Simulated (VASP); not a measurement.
Input of a VASP 6.6.1 run:

Contents of INCAR:

```
  ALGO = Normal
  EDIFF = 1E-6
  ENCUT = 600
  GGA = PE
  GGA_COMPAT = F
  ISIF = 2
  ISMEAR = 0
  LASPH = T
  LCHARG = T
  LELF = T
  LREAL = Auto
  LVHAR = T
  LWAVE = F
  NBANDS = 86
  NELM = 120
  PREC = Accurate
  SIGMA = 0.01
```

KPOINTS

```
k-points
0
Gamma
  4 4 2
```

POSCAR

```
SiC
1.0
    6.1523851270      0.0000000000      0.0000000000
   -3.0761925635      5.3281218139      0.0000000000
    0.0000000000      0.0000000000     10.0947360604
Si C
16 16
Direct
    0.1666666667      0.3333333333      0.0022924483
    0.3333333333      0.1666666667      0.2522924483
    0.1666666667      0.3333333333      0.5022924483
    0.3333333333      0.1666666667      0.7522924483
    0.1666666667      0.8333333333      0.0022924483
    0.3333333333      0.6666666667      0.2522924483
    0.1666666667      0.8333333333      0.5022924483
    0.3333333333      0.6666666667      0.7522924483
    0.6666666667      0.3333333333      0.0022924483
    0.8333333333      0.1666666667      0.2522924483
    0.6666666667      0.3333333333      0.5022924483
    0.8333333333      0.1666666667      0.7522924483
    0.6666666667      0.8333333333      0.0022924483
    0.8333333333      0.6666666667      0.2522924483
    0.6666666667      0.8333333333      0.5022924483
    0.8333333333      0.6666666667      0.7522924483
    0.1666666667      0.3333333333      0.1902075517
    0.3333333333      0.1666666667      0.4402075517
    0.1666666667      0.3333333333      0.6902075517
    0.3333333333      0.1666666667      0.9402075517
    0.1666666667      0.8333333333      0.1902075517
    0.3333333333      0.6666666667      0.4402075517
    0.1666666667      0.8333333333      0.6902075517
    0.3333333333      0.6666666667      0.9402075517
    0.6666666667      0.3333333333      0.1902075517
    0.8333333333      0.1666666667      0.4402075517
    0.6666666667      0.3333333333      0.6902075517
    0.8333333333      0.1666666667      0.9402075517
    0.6666666667      0.8333333333      0.1902075517
    0.8333333333      0.6666666667      0.4402075517
    0.6666666667      0.8333333333      0.6902075517
    0.8333333333      0.6666666667      0.9402075517
```

Potentials or basis: VASP PAW PBE potentials, release 64 (Si, C).

Command:

```bash
$ cat potpaw_PBE.64/Si/POTCAR potpaw_PBE.64/C/POTCAR > POTCAR
$ mpirun -np 1 vasp_std > vasp.out
```

(1) Estimate the band gap on the k mesh.

(2) What does it give for the largest force?

## Answers

(1) 2.53 eV.

(2) 0.005 eV/Å.
